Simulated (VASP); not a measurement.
Input of a VASP 6.6.1 run:

INCAR

```
SYSTEM = LiSi16
PREC = Accurate
ENCUT = 520
EDIFF = 1E-7
ISMEAR = 0
SIGMA = 0.05
LREAL = Auto
LASPH = .TRUE.
NELM = 60
ALGO = Normal
ISIF = 2
LWAVE = .FALSE.
LCHARG = .FALSE.
GGA = PS
NBANDS = 48
NELECT = 66.0
```

The input KPOINTS:

```
Automatic mesh
0
G
  2 2 2
  0 0 0
```

The input POSCAR:

```
LiSi16
1.0
    0.0000000000      5.4271200000      5.4271200000
    5.4271200000      0.0000000000      5.4271200000
    5.4271200000      5.4271200000      0.0000000000
Si Li
16 1
Direct
    0.3727882376      0.3721272977      0.3835210019
    0.2569143487      0.2366452188      0.2537900397
    0.3727858422      0.3721307987      0.8727084531
    0.2315918940      0.2561317973      0.7567111101
    0.3937214397      0.8687555278      0.3693396313
    0.2569233774      0.7532134908      0.2537900397
    0.3727870399      0.8829415970      0.8727061499
    0.2569075311      0.7532129380      0.7372291381
    0.8790597960      0.3681984183      0.3769356491
    0.7464260971      0.2503493566      0.2534298118
    0.8588567233      0.3803756873      0.8809496565
    0.7464253600      0.2503523047      0.7509240629
    0.8790658766      0.8763611271      0.3769343593
    0.7626529356      0.7457767656      0.2463501820
    0.8790549131      0.8763636146      0.8687741380
    0.7464256364      0.7528557504      0.7509224966
    0.1580721451      0.6139723279      0.1145588268
```

Potentials or basis: VASP PAW PBE potentials, release 64 (Si, Li_sv).

The run is started by

```console
$ cat potpaw_PBE.64/Si/POTCAR potpaw_PBE.64/Li_sv/POTCAR > POTCAR
$ mpirun -np 1 vasp_std > vasp.out
```

What does it give for the largest force?

0.314 eV/Å.

Forces in eV/Å, atoms in the order of the input:
```
Si  -0.028 -0.014  0.027
Si  -0.004  0.005  0.037
Si   0.013  0.029  0.029
Si  -0.045  0.044  0.044
Si   0.010 -0.011 -0.011
Si  -0.037  0.005  0.004
Si  -0.029  0.028 -0.014
Si  -0.004  0.037  0.004
Si  -0.001  0.001 -0.002
Si  -0.025  0.015  0.026
Si  -0.045  0.045  0.045
Si  -0.015  0.026  0.026
Si   0.002  0.002  0.001
Si   0.054 -0.054 -0.054
Si  -0.001 -0.002  0.002
Si  -0.026  0.026  0.015
Li   0.180 -0.183 -0.181
```

Caveat: the k points lie up to 0.50 Å⁻¹ apart; the cell carries a net charge on a neutralising background, which shifts energy and pressure; the PAW data sets were made with another functional, which shifts forces and pressure a little.
